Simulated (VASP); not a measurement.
Runs of VASP 6.6.1 on BP4. The structure is that of space group I4/mmm (No. 139), or close to it. The cells are those of the table. 

```csv
task,cell,k mesh,cutoff (eV),gap on the mesh (eV),pressure (GPa),relaxed volume (Å³/atom),largest force (eV/Å)
single point,"a = 4.770 Å, angles 118.1, 118.1, 93.4°, 5 atoms",6 × 6 × 6,520,none,-0.1,-,0.03
single point,"a = 4.749 Å, angles 117.7, 117.7, 94.1°, 5 atoms",12 × 12 × 12,520,none,(a),-,0.03
relaxation of cell and atoms,"relaxed from a = 6.148 Å, angles 140.2, 140.2, 57.5°, 5 atoms",6 × 6 × 6,600,none,0.0,15.73,0.01
single point,"a = 6.148 Å, angles 140.2, 140.2, 57.5°, 5 atoms",6 × 6 × 6,520,none,-7.6,-,(b)
relaxation of cell and atoms,"relaxed from a = 4.770 Å, angles 118.1, 118.1, 93.4°, 5 atoms",12 × 12 × 12,600,none,0.0,15.62,-
```

Alike in all rows: level PBE; potentials or basis VASP PAW PBE potentials, release 64 (B, P); no spin polarisation; smearing gaussian 0.1 eV.

Q: Fill in the values left out.

A: (a) -0.2; (b) 1.30.

Caveats: the volume moved by over 15 % at a fixed basis, so the end points are rough (some runs); forces of over 1 eV/Å act on the atoms, so gaps and moduli don't describe the material at rest (some runs).

A gap of «none» marks levels without a gap at the run's occupations.
